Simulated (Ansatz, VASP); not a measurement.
GaAs in VASP and in Ansatz

```
CELL_PARAMETERS angstrom
0.00000 2.60090 2.60090
2.60090 0.00000 2.60090
2.60090 2.60090 0.00000
ATOMIC_POSITIONS crystal
Ga 0.00000 0.00000 0.00000
As 0.25000 0.25000 0.25000
```

Change from the starting cell: volume scaled by 0.8, crystal datasets.

Alike in both runs: task single point; functional LDA; k mesh 13 × 13 × 13; occupations fermi-dirac, width 0.08 eV; no spin polarisation.

```csv
,VASP,Ansatz
version,VASP 6.6.1,Ansatz 0.2.0
potentials or method,"VASP PAW LDA potentials, release 64 (Ga_d, As), cutoff 520 eV","all-electron PAW with datasets made for the crystal, scalar-relativistic"
```

Ansatz gave:

* pressure (GPa): 27.6

Question: What did VASP give for the same quantities?

Answer: Pressure (GPa): 28.3.

LDA's correlation is that of Perdew and Zunger in VASP and of Perdew and Wang (1992) in Ansatz. Ansatz ran all-electron here, and VASP with PAW potentials.
